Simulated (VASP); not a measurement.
# Ir (P6_3/mmc) in VASP: further runs

Ir is run at these levels: RPBE+D3(BJ), RPBE+D4, PBEsol; tasks: relaxation of cell and atoms, single point.

Everything below comes from runs of VASP 6.6.1. Logs are shortened: lines on timing, memory, paths and dates and some standing lists are left out, and cuts for length are marked.

**1. The cell of the first run**

It takes space group P6_3/mmc (No. 194, hexagonal). Conventional cell: a = 2.751 Å, b = 2.751 Å, c = 4.462 Å, α = 90.00°, β = 90.00°, γ = 120.00°. Ir (site symmetry -6m2) has 12 Ir at 2.74 to 2.75 Å within 3.6 Å.

This isn't the form of Ir at room conditions, which is fcc.

**2. Relaxation of cell and atoms, RPBE+D3(BJ)**

Input file INCAR:

```
SYSTEM = Ir
PREC = Accurate
ENCUT = 600
EDIFF = 1E-6
ISMEAR = -1
SIGMA = 0.05
LREAL = .False.
LASPH = .True.
NELM = 60
ALGO = Normal
ISIF = 3
LWAVE = .False.
LCHARG = .False.
GGA = RP
IVDW = 12
IBRION = 2
NSW = 60
EDIFFG = -0.01
```

Input file KPOINTS:

```
regular mesh
0
Gamma
  11 11 6
  0 0 0
```

Input file POSCAR:

```
Ir
1.0
    2.7513778946      0.0000000000      0.0000000000
   -1.3756889473      2.3827631521      0.0000000000
    0.0000000000      0.0000000000      4.4622900000
Ir
2
Direct
    0.3333333333      0.6666666667      0.2500000000
    0.6666666667      0.3333333333      0.7500000000
```

Potentials or basis: VASP PAW PBE potentials, release 64 (Ir).

Launch:

```bash
cat potpaw_PBE.64/Ir/POTCAR > POTCAR
mpirun -np 1 vasp_std > vasp.out
```

OUTCAR:

```text
SYSTEM = Ir
   PREC = Accurate
   ENCUT = 600
   EDIFF = 1E-6
   ISMEAR = -1
   LREAL = .False.
   LASPH = .True.
   NELM = 60
   ISIF = 3
   GGA = RP
   IVDW = 12
   IBRION = 2
   NSW = 60
   EDIFFG = -0.01
 IVDW          = 12

 ion  position               nearest neighbor table
   1  0.333  0.667  0.250-   2 2.74   2 2.74   2 2.74   2 2.74   2 2.74   2 2.74
   2  0.667  0.333  0.750-   1 2.74   1 2.74   1 2.74   1 2.74   1 2.74   1 2.74

  LATTYP: Found a hexagonal cell.
 ALAT       =     2.7513778946
 C/A-ratio  =     1.6218382828

  Lattice vectors:

 A1 = (   2.7513778946,   0.0000000000,   0.0000000000)
 A2 = (  -1.3756889473,   2.3827631521,   0.0000000000)
 A3 = (   0.0000000000,   0.0000000000,   4.4622900000)

Analysis of symmetry for initial positions (statically):
=====================================================================
 Subroutine PRICEL returns:
 Original cell was already a primitive cell.

 Routine SETGRP: Setting up the symmetry group for a
 hexagonal supercell.

 Subroutine GETGRP returns: Found 24 space group operations
 (whereof 12 operations were pure point group operations)
 out of a pool of 24 trial point group operations.

The static configuration has the point symmetry D_3d.
 The point group associated with its full space group is D_6h.

Analysis of symmetry for dynamics (positions and initial velocities):
=====================================================================
 Subroutine PRICEL returns:
 Original cell was already a primitive cell.

 Routine SETGRP: Setting up the symmetry group for a
 hexagonal supercell.

 Subroutine GETGRP returns: Found 24 space group operations
 (whereof 12 operations were pure point group operations)
 out of a pool of 24 trial point group operations.

The dynamic configuration has the point symmetry D_3d.
 The point group associated with its full space group is D_6h.

 Subroutine INISYM returns: Found 24 space group operations
 (whereof 12 operations are pure point group operations),
 and found     1 'primitive' translations

----------------------------------------------------------------------------------------

                                     Primitive cell

  volume of cell :      29.2542

  direct lattice vectors                    reciprocal lattice vectors
     2.751377895  0.000000000  0.000000000     0.363454254  0.209840411  0.000000000
    -1.375688947  2.382763152  0.000000000     0.000000000  0.419680823  0.000000000
     0.000000000  0.000000000  4.462290000     0.000000000  0.000000000  0.224100182

  length of vectors
     2.751377895  2.751377895  4.462290000     0.419680823  0.419680823  0.224100182

  position of ions in fractional coordinates (direct lattice)
     0.333333333  0.666666667  0.250000000
     0.666666667  0.333333333  0.750000000

[... 89 lines left out ...]
   EMIN   =  10.00;   EMAX   =-10.00  energy-range for DOS
   EFERMI =   0.00;   METHOD = LEGACY
   ISMEAR =    -1;   SIGMA  =   0.05  broadening in eV -4-tet -1-fermi 0-gaus
   EFERMI_NEDOS =   21; number of points for ismear=-14 and -15
   IALGO  =     38    algorithm
   IMIX   =      4    mixing-type and parameters
     AMIX     =   0.40;   BMIX     =  1.00
     AMIX_MAG =   1.60;   BMIX_MAG =  1.00
  volume/ion in A,a.u.               =      14.63        98.71
  Fermi-wavevector in a.u.,A,eV,Ry     =   1.392417  2.631287 26.379323  1.938826
  Thomas-Fermi vector in A             =   2.516162
   LORBIT       =      0    0 simple, 1 ext, 2 COOP (PROOUT), +10 PAW based schemes
   GGA     = RP    functional components
   LHFCALC =     F    Hartree Fock is set to
   AEXX    =    0.0000 exact exchange contribution
   IVDW    =    12    specifies the selected vdW correction
   LEPSILON=     F    determine dielectric tensor
   LRPA    =     F    only Hartree local field effects (RPA)
 conjugate gradient relaxation of ions
 non-spin polarized calculation
  energy-cutoff  :      600.00
  volume of cell :       29.25
 maximum number of plane-waves:      1002
 NGX is ok and might be reduce to    24
   NGX = 11   NGY = 11   NGZ = 17

--------------------------------------- Ionic step        1  -------------------------------------------

 number of electron      17.9999998 magnetization

 Free energy of the ion-electron system (eV)
  ---------------------------------------------------
  ext. energy  EPLUGINS =         0.00000000
  ---------------------------------------------------
  free energy    TOTEN  =       -16.21715632 eV

  energy without entropy =      -16.19123656  energy(sigma->0) =      -16.20419644

------------------------ aborting loop because EDIFF is reached ----------------------------------------

 Edisp (eV)   -8.10520

 E8    (eV) :    -5.5634
[... 107 lines left out ...]
  FREE ENERGIE OF THE ION-ELECTRON SYSTEM (eV)
  ---------------------------------------------------
  free  energy   TOTEN  =       -24.7579211203 eV

  energy  without entropy=      -24.7352769710  energy(sigma->0) =      -24.74659905

[... ionic steps 4 to 7 ...]

--------------------------------------- Ionic step        8  -------------------------------------------

 number of electron      18.0000001 magnetization

------------------------ aborting loop because EDIFF is reached ----------------------------------------
[... 75 lines left out ...]
--------------------------------------- Ionic step       10  -------------------------------------------

 number of electron      18.0000000 magnetization

 Free energy of the ion-electron system (eV)
  ---------------------------------------------------
  ext. energy  EPLUGINS =         0.00000000
  ---------------------------------------------------
  free energy    TOTEN  =       -15.70581681 eV

  energy without entropy =      -15.68433820  energy(sigma->0) =      -15.69507751

 E-fermi :  12.0322     XC(G=0): -14.4318

 val. band max:       12.0062346168   @ k =   0.3636  -0.0000   0.3333
 cond. band min:      12.0411267115   @ k =   0.2727   0.0909   0.3333
 fundamental gap:      0.0348920947
 Fermi energy:        12.0322105122

 k-point     1 :       0.0000    0.0000    0.0000
  band No.  band energies     occupation
      1      -0.0644      2.00000
      2       2.9602      2.00000
      3       7.5565      2.00000
      4       7.6871      2.00000
      5       7.6871      2.00000
      6       8.4371      2.00000
      7       8.4371      2.00000
      8       9.3682      2.00000
      9       9.3682      2.00000
     10      10.9929      2.00000
     11      12.3545      0.00317
     12      12.3545      0.00317
     13      19.9130      0.00000
[... 354 lines left out ...]
  band No.  band energies     occupation
      1       2.3317      2.00000
      2       4.6354      2.00000
      3       6.0004      2.00000
      4       6.2500      2.00000
      5       7.3457      2.00000
      6       8.0683      2.00000
      7       8.6785      2.00000
      8       9.4751      2.00000
      9      10.2377      2.00000
     10      10.5218      2.00000
     11      12.6589      0.00001
     12      16.3520      0.00000
     13      21.6297      0.00000

 [... further k-points ...]

------------------------ aborting loop because EDIFF is reached ----------------------------------------

 Edisp (eV)   -9.08220

 E8    (eV) :    -6.2207
[... 25 lines left out ...]
  FREE ENERGIE OF THE ION-ELECTRON SYSTEM (eV)
  ---------------------------------------------------
  free  energy   TOTEN  =       -24.7880185269 eV

  energy  without entropy=      -24.7665399118  energy(sigma->0) =      -24.77727922

 reached required accuracy - stopping structural energy minimisation
```

OSZICAR:

```text
N       E                     dE             d eps       ncg     rms          rms(c)
DAV:   1     0.165995878174E+03    0.16600E+03   -0.93436E+03  1664   0.155E+03
DAV:   2    -0.992452138074E+01   -0.17592E+03   -0.16174E+03  1694   0.384E+02
DAV:   3    -0.171052426984E+02   -0.71807E+01   -0.66600E+01  2071   0.862E+01
[... 77 lines left out ...]
       N       E                     dE             d eps       ncg     rms          rms(c)
DAV:   1    -0.157059909129E+02   -0.12796E-01   -0.64552E-03  1719   0.124E+00    0.165E-01
DAV:   2    -0.157058417701E+02    0.14914E-03   -0.23971E-04  1844   0.224E-01    0.616E-02
DAV:   3    -0.157058177710E+02    0.23999E-04   -0.66450E-05  2005   0.112E-01    0.122E-02
DAV:   4    -0.157058168138E+02    0.95722E-06   -0.20715E-06  1422   0.166E-02
  10 F= -.24788019E+02 E0= -.24777279E+02  d E =-.143488E-03
```

CONTCAR:

```text
Ir
   1.00000000000000
     2.6481143531445439   -0.0000000000000000    0.0000000000000000
    -1.3240571765722720    2.2933343019186969    0.0000000000000000
    -0.0000000000000000    0.0000000000000000    4.3043057219315264
  Ir
     2
Direct
     0.3333333332999970    0.6666666667000030    0.2500000000000000
     0.6666666667000030    0.3333333332999970    0.7500000000000000

  0.00000000E+00  0.00000000E+00  0.00000000E+00
  0.00000000E+00  0.00000000E+00  0.00000000E+00
```

It took 56 s on 1 thread of Intel Xeon Platinum 8488C (Sapphire Rapids), shared host; peak memory 0.19 GiB.

Results:

```
Free energy                           : -24.7880 eV
Relaxed volume                        : 13.07 Å³/atom
Relaxed cell                          : a = 2.648 Å, b = 2.648 Å, c = 4.304 Å, α = 90.00°, β = 90.00°, γ = 120.00°
Space group after relaxing (to 0.1 Å) : P6_3/mmc (No. 194)
Pressure after relaxing               : 0.1 GPa
Band gap on the k mesh                : zero (bands 9 and 10 overlap by 3.68 eV)
Dispersion energy per atom            : -4.541 eV
```

Final structure:
```
CELL_PARAMETERS angstrom
2.64811 0.00000 0.00000
-1.32406 2.29333 0.00000
0.00000 0.00000 4.30431
ATOMIC_POSITIONS crystal
Ir 0.33333 0.66667 0.25000
Ir 0.66667 0.33333 0.75000
```

Caveat: the dispersion term is far too large for a dense solid, which distorts pressure and volume; the PAW data sets were made with another functional, which shifts forces and pressure a little; spin-orbit coupling is left out, which moves the levels of the heavy elements.

**3. Relaxation of cell and atoms, RPBE+D4**

Input file INCAR:

```
SYSTEM = Ir
ALGO = Fast ; EDIFF = 1E-6
EDIFFG = -0.01 ; ENCUT = 600
GGA = RP ; IBRION = 2
ISIF = 3 ; ISMEAR = -1
IVDW = 13 ; LASPH = .True.
LCHARG = .False. ; LREAL = .False.
LWAVE = .False. ; NELM = 100
NSW = 60 ; PREC = Accurate
SIGMA = 0.05
```

Input file KPOINTS:

```
k-points
0
Gamma
  11 11 6
  0 0 0
```

POSCAR is that of step 2.

Potentials or basis: VASP PAW PBE potentials, release 64 (Ir).

Launch:

```bash
cat potpaw_PBE.64/Ir/POTCAR > POTCAR
mpirun -np 1 vasp_std > vasp.out
```

It took 66 s on 1 thread of Intel Xeon Platinum 8488C (Sapphire Rapids), shared host; peak memory 0.18 GiB.

Results (log left out):

* Free energy: -19.6210 eV
* Relaxed volume: 14.06 Å³/atom
* Relaxed cell: a = 2.715 Å, b = 2.715 Å, c = 4.403 Å, α = 90.00°, β = 90.00°, γ = 120.00°
* Space group after relaxing (to 0.1 Å): P6_3/mmc (No. 194)
* Energy gained by relaxing: 25.9 meV/atom
* Ionic steps: 10
* Pressure after relaxing: 0.0 GPa
* Band gap on the k mesh: zero (bands 9 and 10 overlap by 3.28 eV)
* Dispersion energy per atom: -1.739 eV

Stress tensor (GPa, compression positive):
```
-0.10  0.00  0.00
 0.00 -0.10  0.00
 0.00  0.00  0.07
```

The path:
```
step  energy change (eV)  largest force (eV/Å)  pressure (GPa)  volume (Å³)
   1              0.0000                0.0000          -14.23        29.25
   2              0.8929                0.0000           88.82        24.09
   3             -0.0516                0.0000           -0.73        28.16
   4             -0.0518                0.0000           -0.15        28.12
   5             -0.0517                0.0000            0.21        28.10
   6             -0.0517                0.0000           -0.73        28.16
   7             -0.0518                0.0000           -0.08        28.12
   8             -0.0517                0.0000           -0.08        28.11
   9             -0.0517                0.0000            0.06        28.11
  10             -0.0517                0.0000           -0.04        28.11
```

Final structure:
```
Ir
1.0
     2.71513    0.00000    0.00000
    -1.35756    2.35137    0.00000
     0.00000    0.00000    4.40330
Ir
2
Direct
  0.33333 0.66667 0.25000
  0.66667 0.33333 0.75000
```

Levels at points of the mesh, in eV from the Fermi level:
| k point | band 6 | band 7 | band 8 | band 9 | band 10 | band 11 | band 12 | band 13 |
| --- | --- | --- | --- | --- | --- | --- | --- | --- |
| (0.00, 0.00, 0.00) | -3.21 | -3.21 | -2.40 | -2.40 | -0.83 | 0.29 | 0.29 | 7.19 |
| (0.00, 0.00, 0.50) | -4.00 | -4.00 | -4.00 | -0.47 | -0.47 | -0.47 | -0.47 | 13.63 |

Caveat: the dispersion term is far too large for a dense solid, which distorts pressure and volume; the PAW data sets were made with another functional, which shifts forces and pressure a little; spin-orbit coupling is left out, which moves the levels of the heavy elements.

**4. Single point, PBEsol**

This run uses another cell than the first one, of 14.12 Å³/atom.

Input file INCAR:

```
ALGO = Normal ; EDIFF = 1E-6
ENCUT = 560 ; GGA = PS
GGA_COMPAT = F ; ISIF = 2
ISMEAR = -1 ; LASPH = T
LCHARG = T ; LELF = T
LREAL = F ; LVHAR = T
LWAVE = F ; NBANDS = 24
NELM = 120 ; PREC = Accurate
SIGMA = 0.05
```

Input file KPOINTS:

```
k-points
0
Gamma
  11 11 6
```

Input file POSCAR:

```
Ir
1.0
    2.7196960313      0.0000000000      0.0000000000
   -1.3598480156      2.3553258536      0.0000000000
    0.0000000000      0.0000000000      4.4082150684
Ir
2
Direct
    0.3333333333      0.6666666667      0.2500000000
    0.6666666667      0.3333333333      0.7500000000
```

Potentials or basis: VASP PAW PBE potentials, release 64 (Ir_sv_GW).

Launch:

```bash
cat potpaw_PBE.64/Ir_sv_GW/POTCAR > POTCAR
mpirun -np 1 vasp_std > vasp.out
```

OUTCAR:

```text
EDIFF = 1E-6
   ENCUT = 560
   GGA = PS
   ISIF = 2
   ISMEAR = -1
   LASPH = T
   LREAL = F
   NELM = 120
   PREC = Accurate

 ion  position               nearest neighbor table
   1  0.333  0.667  0.250-   2 2.71   2 2.71   2 2.71   2 2.71   2 2.71   2 2.71
   2  0.667  0.333  0.750-   1 2.71   1 2.71   1 2.71   1 2.71   1 2.71   1 2.71

  LATTYP: Found a hexagonal cell.
 ALAT       =     2.7196960313
 C/A-ratio  =     1.6208484396

  Lattice vectors:

[... 190 lines left out ...]
      2     -80.1733      2.00000
      3     -37.4412      2.00000
      4     -36.7361      2.00000
      5     -36.7361      2.00000
      6     -36.6318      2.00000
[... 637 lines left out ...]
     23      28.0912      0.00000
     24      29.0949      0.00000

 [... further k-points ...]
[... 5 lines left out ...]
  --------------------------------------------------------------------------------------
  -------------------------------------------------------------------------------------
  Total       -0.3290195     -0.3290195     -0.3340550     -0.0000000      0.0000000      0.0000000
  in kB      -18.6680122    -18.6680122    -18.9537182     -0.0000000      0.0000000      0.0000000
  external PRESSURE =     -18.7632476 kB  Pullay stress =       0.0000000 kB

 VOLUME and BASIS-vectors are now :
 -----------------------------------------------------------------------------
  energy-cutoff  :      560.00
  volume of cell :       28.24
      direct lattice vectors                 reciprocal lattice vectors
     2.719696031  0.000000000  0.000000000     0.367688149  0.212284852  0.000000000
    -1.359848016  2.355325854  0.000000000     0.000000000  0.424569704  0.000000000
     0.000000000  0.000000000  4.408215068     0.000000000  0.000000000  0.226849186

 POSITION                                       TOTAL-FORCE (eV/Angst)
 -----------------------------------------------------------------------------------
     -0.00000      1.57022      1.10205         0.000000     -0.000000      0.000000
      1.35985      0.78511      3.30616        -0.000000      0.000000      0.000000
 -----------------------------------------------------------------------------------
    total drift:                               -0.000000      0.000000     -0.000000

  FREE ENERGIE OF THE ION-ELECTRON SYSTEM (eV)
  ---------------------------------------------------
  free  energy   TOTEN  =       -20.6258766818 eV

  energy  without entropy=      -20.6018558708  energy(sigma->0) =      -20.61386628
```

Wall time 43 s (1 thread of Intel Xeon Platinum 8259CL at 2.50GHz (Skylake/Cascade Lake), shared host); peak memory 0.18 GiB.

What came out:

```yaml
Free_energy: -20.6259 eV
Pressure: -1.9 GPa
Band_gap_on_the_k_mesh: zero (bands 17 and 18 overlap by 3.29 eV)
```

Caveat: the PAW data sets were made with another functional, which shifts forces and pressure a little; spin-orbit coupling is left out, which moves the levels of the heavy elements.

**5. The runs side by side**

| task | level | potentials or basis | cell | cutoff (eV) | gap on the mesh (eV) | pressure (GPa) | relaxed volume (Å³/atom) |
| --- | --- | --- | --- | --- | --- | --- | --- |
| relaxation of cell and atoms | RPBE+D3(BJ) | VASP PAW PBE potentials, release 64 (Ir) | relaxed from a = 2.751, b = 2.751, c = 4.462 Å, angles 90.0, 90.0, 120.0°, 2 atoms | 600 | none | 0.1 | 13.07 |
| relaxation of cell and atoms | RPBE+D4 | VASP PAW PBE potentials, release 64 (Ir) | relaxed from a = 2.751, b = 2.751, c = 4.462 Å, angles 90.0, 90.0, 120.0°, 2 atoms | 600 | none | 0.0 | 14.06 |
| single point | PBEsol | VASP PAW PBE potentials, release 64 (Ir_sv_GW) | a = 2.720, b = 2.720, c = 4.408 Å, angles 90.0, 90.0, 120.0°, 2 atoms | 560 | none | -1.9 | - |

Alike in all rows: no spin polarisation; k mesh 11 × 11 × 6; smearing fermi-dirac 0.05 eV.

Caveats: the PAW data sets were made with another functional, which shifts forces and pressure a little; spin-orbit coupling is left out, which moves the levels of the heavy elements; the dispersion term is far too large for a dense solid, which distorts pressure and volume (at least some runs).

Absolute energies hang on the potentials; compare differences alone.

The gap in the log of VASP goes by the Fermi energy; the results here count the filled bands.